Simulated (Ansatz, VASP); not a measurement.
**Al in VASP and in Ansatz**

```
CELL_PARAMETERS angstrom
3.33758 0.00000 0.00000
0.00000 4.64959 0.00000
0.00000 0.00000 2.47794
ATOMIC_POSITIONS crystal
Al 0.50000 0.00000 0.01924
Al 0.00000 0.50000 0.98076
```

Alike in both runs: task relaxation of cell and atoms; functional PBE; k mesh 6 × 4 × 8; occupations gaussian, width 0.1 eV; no spin polarisation.

```csv
,VASP,Ansatz
version,VASP 6.6.1,Ansatz 0.2.0
potentials or method,"VASP PAW PBE potentials, release 64 (Al), cutoff 600 eV","scalar-relativistic, plane waves, PAW"
valence electrons in the cell,6,6
```

VASP gave:

| Quantity | Value |
| --- | --- |
| gap on the k mesh at the Fermi level, each at its own relaxed structure (eV) | none |
| relaxed volume (Å³/atom) | 16.46 |
| relaxed cell length with the largest relative difference (Å) | 2.791 |

Problem. Estimate Ansatz's values.

Solution. gap on the k mesh at the Fermi level, each at its own relaxed structure (eV): none; relaxed volume (Å³/atom): 16.45; relaxed cell length with the largest relative difference (Å): 2.794.

A gap of «none» marks a metal or a gap that the smearing closes.
